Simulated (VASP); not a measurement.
# N in VASP: a series of runs, part 2 of 3

VASP 6.6.1.

## 3. Single point, PBE (atoms moved at random)

Input file INCAR:

```
PREC = Accurate
ENCUT = 520
EDIFF = 1E-7
ISMEAR = -1
SIGMA = 0.05
LREAL = False
LASPH = True
NELM = 60
ALGO = Normal
ISIF = 2
LWAVE = False
LCHARG = False
GGA = PE
NBANDS = 30
```

Input file KPOINTS:

```
Automatic mesh
0
Gamma
  5 5 5
```

Input file POSCAR:

```
N
1.0
    5.5605176600      0.0000000000      0.0000000000
    0.0000000000      5.5605176600      0.0000000000
    0.0000000000      0.0000000000      5.5605176600
N
8
Direct
    0.0592940000      0.4449600000      0.5601790000
    0.4509100000      0.5499240000      0.0646930000
    0.5595910000      0.0628810000      0.4386990000
    0.9429900000      0.9429210000      0.9496990000
    0.9511060000      0.5593930000      0.4403140000
    0.5594210000      0.4453040000      0.9502260000
    0.4387470000      0.9450250000      0.5538320000
    0.0567640000      0.0637960000      0.0535130000
```

Potentials or basis: VASP PAW PBE potentials, release 64 (N).

Started as:

```console
$ cat potpaw_PBE.64/N/POTCAR > POTCAR
$ mpirun -np 1 vasp_std > vasp.out
```

OUTCAR:

```text
PREC = Accurate
   ENCUT = 520
   EDIFF = 1E-7
   ISMEAR = -1
   LREAL = False
   LASPH = True
   NELM = 60
   ISIF = 2
   GGA = PE

 ion  position               nearest neighbor table
   1  0.059  0.445  0.560-   5 1.10
   2  0.451  0.550  0.065-   6 1.05
   3  0.560  0.063  0.439-   7 1.14
   4  0.943  0.943  0.950-   8 1.09
   5  0.951  0.559  0.440-   1 1.10
   6  0.559  0.445  0.950-   2 1.05
   7  0.439  0.945  0.554-   3 1.14
   8  0.057  0.064  0.054-   4 1.09

  LATTYP: Found a simple cubic cell.
 ALAT       =     5.5605176600

  Lattice vectors:

 A1 = (   5.5605176600,   0.0000000000,   0.0000000000)
 A2 = (   0.0000000000,   5.5605176600,   0.0000000000)
 A3 = (   0.0000000000,   0.0000000000,   5.5605176600)

Analysis of symmetry for initial positions (statically):
=====================================================================
 Subroutine PRICEL returns:
 Original cell was already a primitive cell.

 Routine SETGRP: Setting up the symmetry group for a
 simple cubic supercell.

 Subroutine GETGRP returns: Found  1 space group operations
 (whereof  1 operations were pure point group operations)
 out of a pool of 48 trial point group operations.

The static configuration has the point symmetry C_1 .

Analysis of symmetry for dynamics (positions and initial velocities):
=====================================================================
 Subroutine PRICEL returns:
 Original cell was already a primitive cell.

 Routine SETGRP: Setting up the symmetry group for a
 simple cubic supercell.

 Subroutine GETGRP returns: Found  1 space group operations
 (whereof  1 operations were pure point group operations)
[... 127 lines left out ...]
   EMIN   =  10.00;   EMAX   =-10.00  energy-range for DOS
   EFERMI =   0.00;   METHOD = LEGACY
   ISMEAR =    -1;   SIGMA  =   0.05  broadening in eV -4-tet -1-fermi 0-gaus
   EFERMI_NEDOS =   21; number of points for ismear=-14 and -15
   IALGO  =     38    algorithm
   IMIX   =      4    mixing-type and parameters
     AMIX     =   0.40;   BMIX     =  1.00
     AMIX_MAG =   1.60;   BMIX_MAG =  1.00
  volume/ion in A,a.u.               =      21.49       145.03
  Fermi-wavevector in a.u.,A,eV,Ry     =   1.006884  1.902736 13.793806  1.013816
  Thomas-Fermi vector in A             =   2.139655
   LORBIT       =      0    0 simple, 1 ext, 2 COOP (PROOUT), +10 PAW based schemes
   GGA     = PE    functional components
   LHFCALC =     F    Hartree Fock is set to
   AEXX    =    0.0000 exact exchange contribution
   IVDW    =     0    specifies the selected vdW correction
   LEPSILON=     F    determine dielectric tensor
   LRPA    =     F    only Hartree local field effects (RPA)
 non-spin polarized calculation
  energy-cutoff  :      520.00
  volume of cell :      171.93
 maximum number of plane-waves:      4656
 NGX is ok and might be reduce to    42
   NGX = 21   NGY = 21   NGZ = 21

 number of electron      39.9999996 magnetization

 Free energy of the ion-electron system (eV)
  ---------------------------------------------------
  ext. energy  EPLUGINS =         0.00000000
  ---------------------------------------------------
  free energy    TOTEN  =       -66.19276536 eV

  energy without entropy =      -66.19276536  energy(sigma->0) =      -66.19276536

 E-fermi :  -5.0430     XC(G=0):  -6.6101

 val. band max:       -6.3263889204   @ k =   0.4000   0.0000   0.0000
 cond. band min:       0.8239872945   @ k =   0.0000   0.0000   0.0000
 fundamental gap:      7.1503762149
 Fermi energy:        -5.0429659468

 k-point     1 :       0.0000    0.0000    0.0000
  band No.  band energies     occupation
      1     -25.4585      2.00000
      2     -24.8910      2.00000
      3     -24.6958      2.00000
      4     -24.1600      2.00000
      5     -10.1451      2.00000
      6      -9.8898      2.00000
[... 781 lines left out ...]
     29       5.5112      0.00000
     30       6.1117      0.00000

 [... further k-points ...]
[... 5 lines left out ...]
  --------------------------------------------------------------------------------------
  -------------------------------------------------------------------------------------
  Total        5.2399500      5.2913613      5.7081884     -4.1900593      5.9056481     -0.9328883
  in kB       48.8305991     49.3096960     53.1940682    -39.0467671     55.0341763     -8.6934983
  external PRESSURE =      50.4447878 kB  Pullay stress =       0.0000000 kB

 VOLUME and BASIS-vectors are now :
 -----------------------------------------------------------------------------
  energy-cutoff  :      520.00
  volume of cell :      171.93
      direct lattice vectors                 reciprocal lattice vectors
     5.560517660  0.000000000  0.000000000     0.179839371  0.000000000  0.000000000
     0.000000000  5.560517660  0.000000000     0.000000000  0.179839371  0.000000000
     0.000000000  0.000000000  5.560517660     0.000000000  0.000000000  0.179839371

 POSITION                                       TOTAL-FORCE (eV/Angst)
 -----------------------------------------------------------------------------------
      0.32971      2.47421      3.11489         1.029467     -1.088554      1.147157
      2.50729      3.05786      0.35973        -6.577223      6.350161      6.922711
      3.11162      0.34965      2.43939        -1.948908     -1.908507      1.867748
      5.24351      5.24313      5.28082        -2.289255     -2.434226     -2.095559
      5.28864      3.11051      2.44837        -1.036874      1.091601     -1.135368
      3.11067      2.47612      5.28375         6.571578     -6.335559     -6.946343
      2.43966      5.25483      3.07959         1.957608      1.899708     -1.847005
      0.31564      0.35474      0.29756         2.293606      2.425377      2.086661
 -----------------------------------------------------------------------------------
    total drift:                               -0.000898      0.000689     -0.000208

  FREE ENERGIE OF THE ION-ELECTRON SYSTEM (eV)
  ---------------------------------------------------
  free  energy   TOTEN  =       -66.1927653559 eV

  energy  without entropy=      -66.1927653559  energy(sigma->0) =      -66.19276536
```

OSZICAR:

```text
N       E                     dE             d eps       ncg     rms          rms(c)
DAV:   1     0.238774445973E+03    0.23877E+03   -0.18168E+04  3780   0.112E+03
DAV:   2    -0.466678740105E+02   -0.28544E+03   -0.27782E+03  5052   0.271E+02
DAV:   3    -0.695651020501E+02   -0.22897E+02   -0.22697E+02  4344   0.816E+01
DAV:   4    -0.698410727596E+02   -0.27597E+00   -0.27561E+00  4696   0.108E+01
DAV:   5    -0.698435894338E+02   -0.25167E-02   -0.25163E-02  4658   0.922E-01    0.163E+01
DAV:   6    -0.668677446847E+02    0.29758E+01   -0.40326E+00  4190   0.109E+01    0.934E+00
DAV:   7    -0.662078419202E+02    0.65990E+00   -0.26348E+00  4704   0.881E+00    0.269E+00
DAV:   8    -0.661940721105E+02    0.13770E-01   -0.21224E-01  4156   0.269E+00    0.421E-01
DAV:   9    -0.661925365025E+02    0.15356E-02   -0.10057E-02  4380   0.571E-01    0.183E-01
DAV:  10    -0.661927717482E+02   -0.23525E-03   -0.53757E-04  4482   0.172E-01    0.626E-02
DAV:  11    -0.661927658169E+02    0.59313E-05   -0.27570E-05  4764   0.415E-02    0.122E-02
DAV:  12    -0.661927646684E+02    0.11485E-05   -0.43290E-06  4558   0.140E-02    0.611E-03
DAV:  13    -0.661927653017E+02   -0.63337E-06   -0.12955E-06  4228   0.788E-03    0.151E-03
DAV:  14    -0.661927653559E+02   -0.54169E-07   -0.12764E-07  3360   0.270E-03
   1 F= -.66192765E+02 E0= -.66192765E+02  d E =-.133880E-10
```

It took 2.7 min on 1 thread of AMD EPYC 7R13 (Zen 3), shared host; peak memory 0.35 GiB.

What came out:

| Item | Value |
| --- | --- |
| Free energy | -66.1928 eV |
| Pressure | 5.0 GPa |
| Largest force | 11.471 eV/Å |
| Band gap on the k mesh | 7.15 eV (least direct gap 7.17 eV) |

Forces on the atoms (eV/Å):
```
N    1.029 -1.089  1.147
N   -6.577  6.350  6.923
N   -1.949 -1.909  1.868
N   -2.289 -2.434 -2.096
N   -1.037  1.092 -1.135
N    6.572 -6.336 -6.946
N    1.958  1.900 -1.847
N    2.294  2.425  2.087
```

Stress tensor (GPa, compression positive):
```
 4.88 -3.90 -0.87
-3.90  4.93  5.50
-0.87  5.50  5.32
```

Caveat: the cell differs from its parent crystal (atoms moved at random); the standard files for N, O and F lose accuracy on very short bonds; the cell stands under pressure; this functional lacks dispersion, which holds the molecules together, so the pressure and a relaxed volume are unreliable; an odd mesh through Γ misses points on the zone boundary, where band edges can lie; forces of over 1 eV/Å act on the atoms, so gaps and moduli don't describe the material at rest.

## 4. Single point, PBEsol

Input file INCAR:

```
SYSTEM = N
  PREC = Accurate
  ENCUT = 910
  EDIFF = 1E-6
  ISMEAR = 0
  SIGMA = 0.01
  LREAL = .FALSE.
  LASPH = .TRUE.
  NELM = 120
  ALGO = Normal
  ISIF = 2
  LWAVE = .FALSE.
  LCHARG = .FALSE.
  GGA = PS
  NBANDS = 30
  GGA_COMPAT = .FALSE.
```

Input file KPOINTS:

```
Automatic mesh
0
G
  6 6 6
  0 0 0
```

Input file POSCAR:

```
N
1.0
    5.5605176600      0.0000000000      0.0000000000
    0.0000000000      5.5605176600      0.0000000000
    0.0000000000      0.0000000000      5.5605176600
N
8
Direct
    0.0573973300      0.4426026700      0.5573973300
    0.4426026700      0.5573973300      0.0573973300
    0.5573973300      0.0573973300      0.4426026700
    0.9426026700      0.9426026700      0.9426026700
    0.9426026700      0.5573973300      0.4426026700
    0.5573973300      0.4426026700      0.9426026700
    0.4426026700      0.9426026700      0.5573973300
    0.0573973300      0.0573973300      0.0573973300
```

Potentials or basis: VASP PAW PBE potentials, release 64 (N_h).

Started as:

```console
$ cat potpaw_PBE.64/N_h/POTCAR > POTCAR
$ mpirun -np 1 vasp_std > vasp.out
```

OUTCAR:

```text
SYSTEM = N
   PREC = Accurate
   ENCUT = 910
   EDIFF = 1E-6
   ISMEAR = 0
   LREAL = .FALSE.
   LASPH = .TRUE.
   NELM = 120
   ISIF = 2
   GGA = PS

 ion  position               nearest neighbor table
   1  0.057  0.443  0.557-   5 1.11
   2  0.443  0.557  0.057-   6 1.11
   3  0.557  0.057  0.443-   7 1.11
   4  0.943  0.943  0.943-   8 1.11
   5  0.943  0.557  0.443-   1 1.11
   6  0.557  0.443  0.943-   2 1.11
   7  0.443  0.943  0.557-   3 1.11
   8  0.057  0.057  0.057-   4 1.11

  LATTYP: Found a simple cubic cell.
 ALAT       =     5.5605176600

  Lattice vectors:

 A1 = (   5.5605176600,   0.0000000000,   0.0000000000)
 A2 = (   0.0000000000,   5.5605176600,   0.0000000000)
 A3 = (   0.0000000000,   0.0000000000,   5.5605176600)

Analysis of symmetry for initial positions (statically):
=====================================================================
 Subroutine PRICEL returns:
 Original cell was already a primitive cell.

 Routine SETGRP: Setting up the symmetry group for a
 simple cubic supercell.

 Subroutine GETGRP returns: Found 24 space group operations
 (whereof  6 operations were pure point group operations)
 out of a pool of 48 trial point group operations.

The static configuration has the point symmetry S_6 .
 The point group associated with its full space group is T_h .

Analysis of symmetry for dynamics (positions and initial velocities):
=====================================================================
 Subroutine PRICEL returns:
 Original cell was already a primitive cell.

 Routine SETGRP: Setting up the symmetry group for a
 simple cubic supercell.

 Subroutine GETGRP returns: Found 24 space group operations
 (whereof  6 operations were pure point group operations)
 out of a pool of 48 trial point group operations.

The dynamic configuration has the point symmetry S_6 .
 The point group associated with its full space group is T_h .

 Subroutine INISYM returns: Found 24 space group operations
 (whereof  6 operations are pure point group operations),
 and found     1 'primitive' translations

----------------------------------------------------------------------------------------

                                     Primitive cell

  volume of cell :     171.9276

  direct lattice vectors                    reciprocal lattice vectors
     5.560517660  0.000000000  0.000000000     0.179839371  0.000000000  0.000000000
     0.000000000  5.560517660  0.000000000     0.000000000  0.179839371  0.000000000
     0.000000000  0.000000000  5.560517660     0.000000000  0.000000000  0.179839371

  length of vectors
     5.560517660  5.560517660  5.560517660     0.179839371  0.179839371  0.179839371

  position of ions in fractional coordinates (direct lattice)
     0.057397330  0.442602670  0.557397330
     0.442602670  0.557397330  0.057397330
     0.557397330  0.057397330  0.442602670
     0.942602670  0.942602670  0.942602670
     0.942602670  0.557397330  0.442602670
     0.557397330  0.442602670  0.942602670
     0.442602670  0.942602670  0.557397330
[... 38 lines left out ...]

 Following reciprocal coordinates:
            Coordinates               Weight
  0.000000  0.000000  0.000000      1.000000
  0.166667  0.000000  0.000000      6.000000
  0.333333  0.000000  0.000000      6.000000
  0.500000  0.000000  0.000000      3.000000
  0.166667  0.166667  0.000000     12.000000
  0.333333  0.166667  0.000000     12.000000
[... 16 lines left out ...]
  0.500000  0.500000  0.333333      6.000000
  0.500000  0.500000  0.500000      1.000000
   k-points           NKPTS =     24   k-points in BZ     NKDIM =     24   number of bands    NBANDS=     30
   number of dos      NEDOS =    301   number of ions     NIONS =      8
   total plane-waves  NPLWV = 175616
   dimension x,y,z NGX =    56 NGY =   56 NGZ =   56
   dimension x,y,z NGXF=   112 NGYF=  112 NGZF=  112
   ions per type =               8
   NGX,Y,Z   is equivalent  to a cutoff of  16.74, 16.74, 16.74 a.u.
   NGXF,Y,Z  is equivalent  to a cutoff of  33.49, 33.49, 33.49 a.u.
 SYSTEM =  N
   PREC   = accura    normal or accurate (medium, high low for compatibility)
   ISTART =      0    job   : 0-new  1-cont  2-samecut
   ICHARG =      2    charge: 1-file 2-atom 10-const
   ISPIN  =      1    spin polarized calculation?
   LNONCOLLINEAR =      F non collinear calculations
   LSORBIT =      F    spin-orbit coupling
   LASPH  =      T    aspherical Exc in radial PAW
   ENCUT  =  910.0 eV  66.88 Ry    8.18 a.u.  13.68 13.68 13.68*2*pi/ulx,y,z
   NELM   =    120;   NELMIN=  2; NELMDL= -5     # of ELM steps
   EDIFF  = 0.1E-05   stopping-criterion for ELM
   LREAL  =      F    real-space projection
   EDIFFG = 0.1E-04   stopping-criterion for IOM
   NSW    =      0    number of steps for IOM
   IBRION =     -1    ionic relax: 0-MD 1-quasi-New 2-CG
   NFREE  =      0    steps in history (QN), initial steepest desc. (CG)
   ISIF   =      2    stress and relaxation
   ISYM   =      2    0-nonsym 1-usesym 2-fastsym
   POTIM  = 0.5000    time-step for ionic-motion
   TEBEG  =    0.0;   TEEND  =   0.0 temperature during run
   PSTRESS=    0.0 pullay stress
   NELECT =      40.0000    total number of electrons
   NUPDOWN=      -1.0000    fix difference up-down
   EMIN   =  10.00;   EMAX   =-10.00  energy-range for DOS
   EFERMI =   0.00;   METHOD = LEGACY
   ISMEAR =     0;   SIGMA  =   0.01  broadening in eV -4-tet -1-fermi 0-gaus
   EFERMI_NEDOS =   21; number of points for ismear=-14 and -15
   IALGO  =     38    algorithm
   IMIX   =      4    mixing-type and parameters
     AMIX     =   0.40;   BMIX     =  1.00
     AMIX_MAG =   1.60;   BMIX_MAG =  1.00
  volume/ion in A,a.u.               =      21.49       145.03
  Fermi-wavevector in a.u.,A,eV,Ry     =   1.006884  1.902736 13.793806  1.013816
  Thomas-Fermi vector in A             =   2.139655
   LORBIT       =      0    0 simple, 1 ext, 2 COOP (PROOUT), +10 PAW based schemes
   GGA     = PS    functional components
   LHFCALC =     F    Hartree Fock is set to
   AEXX    =    0.0000 exact exchange contribution
   IVDW    =     0    specifies the selected vdW correction
   LEPSILON=     F    determine dielectric tensor
   LRPA    =     F    only Hartree local field effects (RPA)
 non-spin polarized calculation
 Gauss-broadening in eV      SIGMA  =   0.01
  energy-cutoff  :      910.00
  volume of cell :      171.93
 maximum number of plane-waves:     10827
   NGX = 27   NGY = 27   NGZ = 27

 number of electron      40.0000002 magnetization

 Free energy of the ion-electron system (eV)
  ---------------------------------------------------
  ext. energy  EPLUGINS =         0.00000000
  ---------------------------------------------------
  free energy    TOTEN  =       -68.93697919 eV

  energy without entropy =      -68.93697919  energy(sigma->0) =      -68.93697919

 E-fermi :  -5.9251     XC(G=0):  -6.6627

 val. band max:       -5.9968139792   @ k =   0.5000   0.0000   0.0000
 cond. band min:       1.2440150037   @ k =   0.0000   0.0000   0.0000
 fundamental gap:      7.2408289829
 Fermi energy:        -5.9250576041

 k-point     1 :       0.0000    0.0000    0.0000
  band No.  band energies     occupation
      1     -24.1404      2.00000
      2     -24.0721      2.00000
      3     -24.0721      2.00000
      4     -24.0721      2.00000
      5      -9.5893      2.00000
      6      -9.5893      2.00000
[... 781 lines left out ...]
     29       6.9221      0.00000
     30       6.9221      0.00000

------------------------ aborting loop because EDIFF is reached ----------------------------------------

  FORCE on cell =-STRESS in cart. coord.  units (eV):
  Direction    XX          YY          ZZ          XY          YZ          ZX
  --------------------------------------------------------------------------------------
  -------------------------------------------------------------------------------------
  Total       -0.7563794     -0.7563794     -0.7563794     -0.0000000     -0.0000000      0.0000000
  in kB       -7.0486281     -7.0486281     -7.0486281     -0.0000000     -0.0000000      0.0000000
  external PRESSURE =      -7.0486281 kB  Pullay stress =       0.0000000 kB

 VOLUME and BASIS-vectors are now :
 -----------------------------------------------------------------------------
  energy-cutoff  :      910.00
  volume of cell :      171.93
      direct lattice vectors                 reciprocal lattice vectors
     5.560517660  0.000000000  0.000000000     0.179839371  0.000000000  0.000000000
     0.000000000  5.560517660  0.000000000     0.000000000  0.179839371  0.000000000
     0.000000000  0.000000000  5.560517660     0.000000000  0.000000000  0.179839371

 POSITION                                       TOTAL-FORCE (eV/Angst)
 -----------------------------------------------------------------------------------
      0.31916      2.46110      3.09942        -0.394892      0.394892     -0.394892
      2.46110      3.09942      0.31916         0.394892     -0.394892     -0.394892
      3.09942      0.31916      2.46110        -0.394892     -0.394892      0.394892
      5.24136      5.24136      5.24136         0.394892      0.394892      0.394892
      5.24136      3.09942      2.46110         0.394892     -0.394892      0.394892
      3.09942      2.46110      5.24136        -0.394892      0.394892      0.394892
      2.46110      5.24136      3.09942         0.394892      0.394892     -0.394892
      0.31916      0.31916      0.31916        -0.394892     -0.394892     -0.394892
 -----------------------------------------------------------------------------------
    total drift:                               -0.000000      0.000000      0.000000

  FREE ENERGIE OF THE ION-ELECTRON SYSTEM (eV)
  ---------------------------------------------------
  free  energy   TOTEN  =       -68.9369791868 eV

  energy  without entropy=      -68.9369791868  energy(sigma->0) =      -68.93697919
```

It took 99 s on 1 thread of Intel Xeon 6975P-C (Granite Rapids), shared host; peak memory 0.52 GiB.

What came out:

* Free energy: -68.9370 eV
* Pressure: -0.7 GPa
* Largest force: 0.684 eV/Å
* Band gap on the k mesh: 7.24 eV (least direct gap 7.27 eV)

Forces in eV/Å, atoms in the order of the input:
```
N   -0.395  0.395 -0.395
N    0.395 -0.395 -0.395
N   -0.395 -0.395  0.395
N    0.395  0.395  0.395
N    0.395 -0.395  0.395
N   -0.395  0.395  0.395
N    0.395  0.395 -0.395
N   -0.395 -0.395 -0.395
```

Caveat: the cutoff is under 1.25 times the usual one of these potentials, so pressure, stress and relaxed cells hold a basis-set (Pulay) error; this functional lacks dispersion, which holds the molecules together, so the pressure and a relaxed volume are unreliable; the PAW data sets were made with another functional, which shifts forces and pressure a little.

[end of part 2 of 3]
